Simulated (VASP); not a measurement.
Here is a VASP 6.6.1 calculation.

File INCAR:

```
PREC     = Accurate       # precision mode
ENCUT    = 520            # plane-wave cutoff, eV
EDIFF    = 1E-6           # SCF threshold, eV
ISMEAR   = 0              # smearing method
SIGMA    = 0.15           # smearing width, eV
LREAL    = False          # projectors in reciprocal space
LASPH    = True           # aspherical terms in the spheres
NELM     = 60             # most SCF steps
ALGO     = Normal         # electronic algorithm
ISIF     = 2              # what is computed and relaxed
LWAVE    = False          # write WAVECAR
LCHARG   = False          # write CHGCAR
NBANDS   = 22             # bands
```

The input KPOINTS:

```
Automatic mesh
0
Gamma
  8 8 5
```

The input POSCAR:

```
NbH
1.0
    1.8453670000     -2.3932010000      0.0000000000
    1.8453670000      2.3932010000      0.0000000000
    0.0000000000      0.0000000000      4.8042290000
Nb H
2 2
Direct
    0.7500000000      0.2500000000      0.2688390000
    0.2500000000      0.7500000000      0.7311610000
    0.2500000000      0.2500000000      0.0000000000
    0.7500000000      0.7500000000      0.0000000000
```

Potentials or basis: VASP PAW LDA potentials, release 64 (Nb_sv, H).

Run with:

```bash
$ cat potpaw_LDA.64/Nb_sv/POTCAR potpaw_LDA.64/H/POTCAR > POTCAR
$ mpirun -np 1 vasp_std > vasp.out
```

Problem. Predict the band gap on the k mesh.

Solution. Zero (band 14 reaches 12.18 eV, above the bottom of band 15 at 9.51 eV).

Problem. Estimate the pressure.

Solution. -10.2 GPa.

Stress tensor (GPa, compression positive):
```
-10.72   0.00   0.00
  0.00  -9.54   0.00
  0.00   0.00 -10.39
```
